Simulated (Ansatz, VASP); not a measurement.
# One calculation of TaBr, two programs

INCAR

```
SYSTEM = TaBr
PREC = Accurate ; ENCUT = 600
EDIFF = 1E-7 ; ISMEAR = 0
SIGMA = 0.1 ; LREAL = .False.
LASPH = .True. ; NELM = 150
ALGO = Normal ; ISIF = 3
LWAVE = .False. ; LCHARG = .False.
ISPIN = 2 ; MAGMOM = 1 0
LORBIT = 11 ; LMAXMIX = 4
GGA = PE ; IBRION = 2
NSW = 90 ; EDIFFG = -0.04
```

Contents of KPOINTS:

```
Automatic mesh
0
Gamma
  6 6 6
  0 0 0
```

POSCAR

```
TaBr
1.0
    0.0000000000      2.9625295600      2.9625295600
    2.9625295600      0.0000000000      2.9625295600
    2.9625295600      2.9625295600      0.0000000000
Ta Br
1 1
Direct
    0.5000000000      0.5000000000      0.5000000000
    0.0000000000      0.0000000000      0.0000000000
```

Input for Ansatz:

```yaml
crystal:
  lattice:
    - [0.0, 2.96252956, 2.96252956]
    - [2.96252956, 0.0, 2.96252956]
    - [2.96252956, 2.96252956, 0.0]
  atoms:
    - { symbol: Ta, position: [0.5, 0.5, 0.5], spin: 1.0 }
    - { symbol: Br, position: [0.0, 0.0, 0.0] }
basis:
  ecutwfc: 420
kpoints:
  mp_grid: { grid: [6, 6, 6] }
hamiltonian:
  xc: pbe
scf:
  occupations: { method: gaussian, width: 0.1 }
  lower_state_search: "off"
output:
  forces: true
  stress: true
  eigenvalues: true
  populations: true
magnetization:
  spin_polarized: true
relax:
  adjacent_minimum: "off"
  f_tol: 0.04
  max_steps: 70
  cell: { stress_tol: 0.4 }
```

Alike in both runs: task relaxation of cell and atoms; functional PBE; k mesh 6 × 6 × 6; occupations gaussian, width 0.1 eV; collinear spin.

|  | VASP | Ansatz |
| --- | --- | --- |
| version | VASP 6.6.1 | Ansatz 0.2.0 |
| potentials or method | VASP PAW PBE potentials, release 64 (Ta_pv, Br), cutoff 600 eV | scalar-relativistic, plane waves, PAW |
| valence electrons in the cell | 18 | 20 |

```tsv
	VASP	Ansatz	Ansatz less VASP
gap on the k mesh at the Fermi level, each at its own relaxed structure (eV)	none	none	-
net moment per atom (μB)	0.19	0.19	-0.001
size of the moment on the site where the two differ most (μB)	0.26	0.23	-0.032
relaxed volume (Å³/atom)	19.99	19.93	-0.060
relaxed length of the cell vector where the two differ most in proportion (Å)	3.838	3.834	-0.0038
```

Site moments also hang on the region over which each program counts them. A gap of «none» marks a metal or a gap that the smearing closes. VASP's potentials hold 18 valence electrons a cell and Ansatz's 20, so a difference there can come from the potentials and not from the codes.

Spin-orbit coupling is off throughout. Noted on VASP's run: the volume moved by over 15 % at a fixed basis, so the end points are rough.
